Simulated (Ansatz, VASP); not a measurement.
WC in VASP and in Ansatz

INCAR

```
SYSTEM = WC
ALGO = Normal ; EDIFF = 1E-6
EDIFFG = -0.1 ; ENCUT = 600
GGA = PS ; IBRION = 2
ISIF = 3 ; ISMEAR = 1
LASPH = .True. ; LCHARG = .False.
LREAL = .False. ; LWAVE = .False.
NELM = 80 ; NSW = 80
PREC = Accurate ; SIGMA = 0.2
```

Contents of KPOINTS:

```
k-points
0
Gamma
  11 11 11
  0 0 0
```

Contents of POSCAR:

```
WC
1.0
    0.0000000000      2.1926840000      2.1926840000
    2.1926840000      0.0000000000      2.1926840000
    2.1926840000      2.1926840000      0.0000000000
W C
1 1
Direct
    0.0000000000      0.0000000000      0.0000000000
    0.5000000000      0.5000000000      0.5000000000
```

Input for Ansatz:

```yaml
crystal:
  lattice:
    - [0.0, 2.192684, 2.192684]
    - [2.192684, 0.0, 2.192684]
    - [2.192684, 2.192684, 0.0]
  atoms:
    - { symbol: W, position: [0.0, 0.0, 0.0] }
    - { symbol: C, position: [0.5, 0.5, 0.5] }
basis:
  ecutwfc: 420.0
  ecutrho_ratio: 4
kpoints:
  mp_grid:
    grid: [11, 11, 11]
    shift: [0.0, 0.0, 0.0]
hamiltonian:
  xc: pbesol
  dispersion: none
scf:
  occupations:
    method: cold
    width: 0.2
relax:
  f_tol: 0.1
  cell: {}
```

Alike in both runs: task relaxation of cell and atoms; functional PBEsol; k mesh 11 × 11 × 11; no spin polarisation.

|  | VASP | Ansatz |
| --- | --- | --- |
| version | VASP 6.6.1 | Ansatz 0.2.0 |
| potentials or method | VASP PAW PBE potentials, release 64 (W_sv, C), cutoff 600 eV | plane waves, PAW |
| occupations | methfessel-paxton of order 1, width 0.2 eV | cold, width 0.2 eV |
| valence electrons in the cell | 18 | 18 |

```csv
,VASP,Ansatz,Ansatz less VASP
relaxed volume (Å³/atom),10.29,10.26,-0.033
relaxed cell length with the largest relative difference (Å),3.076,3.073,-0.0033
```

VASP's potentials were made for PBE, not for PBEsol.

Spin-orbit coupling is off throughout. Noted on VASP's run: too few bands were computed for a metal, which touches its energy and stress.
